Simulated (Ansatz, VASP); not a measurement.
## TiC in VASP and in Ansatz

```
Ti C
1.0
     3.01286    0.00000    0.00000
     0.00000    3.01286    0.00000
     0.00000    0.00000   27.78247
Ti C
7 7
Direct
  0.50000 0.50000 0.27258
  0.00000 0.00000 0.34734
  0.50000 0.50000 0.42358
  0.00000 0.00000 0.50000
  0.50000 0.50000 0.57642
  0.00000 0.00000 0.65266
  0.50000 0.50000 0.72742
  0.00000 0.00000 0.26877
  0.50000 0.50000 0.34623
  0.00000 0.00000 0.42298
  0.50000 0.50000 0.50000
  0.00000 0.00000 0.57702
  0.50000 0.50000 0.65377
  0.00000 0.00000 0.73123
```

Alike in both runs: functional LDA; k mesh 11 × 11 × 1; occupations gaussian, width 0.1 eV; no spin polarisation.

Ansatz relaxed the structure, and its values are those at the end. VASP's run is a single point on that final structure, the one shown.

|  | VASP | Ansatz |
| --- | --- | --- |
| version | VASP 6.6.1 | Ansatz 0.2.0 |
| potentials or method | VASP PAW LDA potentials, release 64 (Ti_sv, C), cutoff 520 eV | scalar-relativistic, plane waves, PAW |
| valence electrons in the cell | 112 | 112 |

|  | VASP | Ansatz | Ansatz less VASP |
| --- | --- | --- | --- |
| gap on the k mesh at the Fermi level (eV) | none | none | - |
| rms of the force components (eV/Å) | 0.008 | 0.001 | -0.0075 |
| work function, face that differs most (eV) | 4.90 | 4.89 | -0.009 |

LDA's correlation is that of Perdew and Zunger in VASP and of Perdew and Wang (1992) in Ansatz. A gap of «none» marks a metal or a gap that the smearing closes. Ansatz's warnings: xc potential rough in thin density.
